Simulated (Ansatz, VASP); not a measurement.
**Two plane-wave programs on Zn**

```xyz
2
Lattice="2.6556 0.0000 0.0000 -1.3278 2.2998 0.0000 0.0000 0.0000 4.9625" Properties=species:S:1:pos:R:3 pbc="T T T"
Zn    0.0000    1.5332    1.2406
Zn    1.3278    0.7666    3.7218
```

Alike in both runs: task single point; functional PBE; k mesh 11 × 11 × 5; occupations fermi-dirac, width 0.1 eV; no spin polarisation.

|  | VASP | Ansatz |
| --- | --- | --- |
| version | VASP 6.6.1 | Ansatz 0.2.0 |
| potentials or method | VASP PAW PBE potentials, release 64 (Zn), cutoff 520 eV | plane waves (420 eV) with PAW, scalar-relativistic |
| valence electrons in the cell | 24 | 24 |

|  | VASP | Ansatz | Ansatz less VASP |
| --- | --- | --- | --- |
| pressure (GPa) | 0.6 | 0.2 | -0.35 |
| traceless stress, the component that is largest in VASP (GPa) | -1.87 | -1.72 | +0.144 |

The functional is the same, so the differences come from potentials, cutoffs and numerics.
